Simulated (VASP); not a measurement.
Runs of VASP 6.6.1 on NaCaI2. The structure is that of space group P4/mmm (No. 123), or close to it. The cells are those of the table. 

```tsv
task	cell	k mesh	cutoff (eV)	gap on the mesh (eV)	pressure (GPa)	relaxed volume (Å³/atom)	largest force (eV/Å)
single point	a = 3.571, b = 3.571, c = 5.937 Å, 4 atoms	6 × 6 × 4	520	none	48.3	-	(a)
relaxation of cell and atoms	relaxed from a = 3.571, b = 3.571, c = 5.937 Å, 4 atoms	6 × 6 × 4	600	none	0.1	32.12	0.02
relaxation of cell and atoms	relaxed from a = 4.017, b = 4.017, c = 8.092 Å, 4 atoms	12 × 12 × 6	600	none	0.0	(b)	0.01
single point	a = 4.017, b = 4.017, c = 8.092 Å, 4 atoms	6 × 6 × 4	520	none	-0.1	-	0.01
```

Alike in all rows: level PBE; potentials or basis VASP PAW PBE potentials, release 64 (Na_pv, Ca_sv, I); no spin polarisation; smearing gaussian 0.1 eV.

**Question.** Estimate the missing entries.

**Answer.** (a) 9.90; (b) 32.49.

Caveats: spin-orbit coupling is left out, which moves the levels of the heavy elements; an odd number of electrons without spin polarisation forces a metal; a magnetic or distorted state may lie lower; the volume moved by over 15 % at a fixed basis, so the end points are rough (some runs).

A k mesh can miss the band edges, and the runs leave out spin-orbit coupling on I.

A gap of «none» marks levels without a gap at the run's occupations.
